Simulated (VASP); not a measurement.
Write the native input for VASP 6.6.1 that does the following.

```
Task                   : relaxation of cell and atoms
Functional             : r2SCAN
Potentials or basis    : VASP PAW PBE potentials, release 64 (Na_pv, H)
Cutoff                 : 600 eV
k mesh                 : 8 × 8 × 8
Occupations            : gaussian, width 0.01 eV
Spin                   : no spin polarisation
Target pressure        : -2 GPa
Dipole correction      : no
Further INCAR settings : ALGO = Normal; EDIFF = 1e-07; IBRION = 2; EDIFFG = -0.002; NSW = 100; ISIF = 3
```

The system is NaH.

```
CELL_PARAMETERS angstrom
2.39722 2.39722 0.00000
-2.39722 2.39722 0.00000
0.00000 2.39722 2.39722
ATOMIC_POSITIONS crystal
Na 0.00000 0.00000 0.00000
H 0.50000 0.50000 0.00000
```

The input as run:

POSCAR

```
NaH
1.0
    2.3972153351      2.3972153351      0.0000000000
   -2.3972153351      2.3972153351      0.0000000000
    0.0000000000      2.3972153351      2.3972153351
Na H
1 1
Direct
    0.0000000000      0.0000000000      0.0000000000
    0.5000000000      0.5000000000      0.0000000000
```

INCAR.step1

```
SYSTEM = NaH
PREC = Accurate
ENCUT = 600
ISMEAR = 0
SIGMA = 0.01
LREAL = .False.
LASPH = .True.
NELM = 60
GGA = PE
ALGO = Normal
EDIFF = 1E-4
LWAVE = .True.
LCHARG = .False.
```

INCAR.step2

```
SYSTEM = NaH
PREC = Accurate
ENCUT = 600
EDIFF = 1E-7
ISMEAR = 0
SIGMA = 0.01
LREAL = .False.
LASPH = .True.
NELM = 60
ALGO = Normal
ISIF = 3
LWAVE = .False.
LCHARG = .False.
METAGGA = R2SCAN
LMIXTAU = .True.
IBRION = 2
NSW = 100
EDIFFG = -0.002
PSTRESS = -20.0
ISTART = 1
```

KPOINTS

```
Automatic mesh
0
Gamma
  8 8 8
  0 0 0
```

Potentials or basis: VASP PAW PBE potentials, release 64 (Na_pv, H).

The run is started by

```console
$ cat potpaw_PBE.64/Na_pv/POTCAR potpaw_PBE.64/H/POTCAR > POTCAR
$ cp INCAR.step1 INCAR
$ mpirun -np 1 vasp_std > vasp.out
$ cp INCAR.step2 INCAR
$ mpirun -np 1 vasp_std > vasp.out
```

Results of the run:

* Relaxed volume: 15.03 Å³/atom
* Relaxed cell: a = 3.490 Å, b = 3.490 Å, c = 3.490 Å, α = 60.00°, β = 60.00°, γ = 90.00°
* Space group after relaxing (to 0.1 Å): Fm-3m (No. 225)
* Energy change on relaxing (the run minimises the enthalpy): +9.4 meV/atom
* Ionic steps: 4
* Pressure after relaxing: -2.0 GPa
* Band gap on the k mesh: 4.26 eV (least direct gap 5.06 eV)

Caveat: the cell is relaxed towards a set pressure, so the run minimises the enthalpy, not the energy; the PAW data sets were made with another functional, which shifts forces and pressure a little.

It took 88 s on 1 thread of AMD EPYC 9R45 96-Core Processor (Zen 5), on a shared host, peak memory 0.13 GiB.
